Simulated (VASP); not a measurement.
**Al: single point with r2SCAN**

Al:

```
CELL_PARAMETERS angstrom
0.00000 2.01577 2.01577
2.01577 0.00000 2.01577
2.01577 2.01577 0.00000
ATOMIC_POSITIONS crystal
Al 0.00000 0.00000 0.00000
```

This cell differs from its parent crystal: volume scaled by 1.03.

* Program: VASP 6.6.1
* Task: single point
* Functional: r2SCAN
* Potentials or basis: VASP PAW PBE potentials, release 64 (Al)
* Cutoff: 520 eV
* k mesh: 18 × 18 × 18
* Occupations: gaussian, width 0.1 eV
* Spin: no spin polarisation

```json
{"Pressure": "-2.8 GPa"}
```

Levels at points of the mesh, in eV from the Fermi level:
```csv
k point,band 1,band 2,band 3,band 4,band 5,band 6
"(0.00, 0.00, 0.00)",-11.89,13.36,13.36,13.36,15.32,15.32
"(0.50, 0.00, 0.00)",-5.03,-4.54,12.11,12.11,12.39,12.39
"(0.50, 0.50, 0.00)",-3.18,-1.65,5.46,6.03,6.03,9.98
```

Wall time 49 s on 1 thread of Intel(R) Xeon(R) Platinum 8375C CPU @ 2.90GHz (Ice Lake), with other jobs on the host, peak memory 0.15 GiB.

Caveat: the PAW data sets were made with another functional, which shifts forces and pressure a little.
